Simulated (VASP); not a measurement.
CuO, 4 atoms in the cell. It takes space group C2/c (No. 15, monoclinic). The conventional cell has a = 4.776 Å, b = 3.490 Å, c = 5.229 Å, α = 90.00°, β = 99.54°, γ = 90.00°. Cu (site symmetry -1) has 4 O at 1.99 to 2.00 Å within 2.6 Å. Within 2.7 Å of O (site symmetry 2) lie 4 Cu at 1.99 to 2.00 Å and 2 O at 2.68 Å. 

```yaml
Program: VASP 6.6.1
Task: single point
Functional: PBE
Dispersion: D3(BJ)
Potentials_or_basis: VASP PAW PBE potentials, release 64 (Cu_sv_GW, O)
Cutoff: 820 eV
k_mesh: 10 × 10 × 5
Occupations: fermi-dirac, width 0.05 eV
Spin: no spin polarisation
Dipole_correction: no
Further_INCAR_settings: ALGO = Normal; EDIFF = 1e-06; NBANDS = 33
```

Potentials or basis: VASP PAW PBE potentials, release 64 (Cu_sv_GW, O).

Launch:

```console
$ cat potpaw_PBE.64/Cu_sv_GW/POTCAR potpaw_PBE.64/O/POTCAR > POTCAR
$ mpirun -np 1 vasp_std > vasp.out
```

Hardware: 1 thread of Intel(R) Xeon(R) Platinum 8488C (Sapphire Rapids) (shared host).

Task: How long does it take, and how much memory?

Result: It took 4.9 min on 1 thread of Intel(R) Xeon(R) Platinum 8488C (Sapphire Rapids) (shared host), peak memory 0.48 GiB. Counts: scf iterations 14, k points 141.
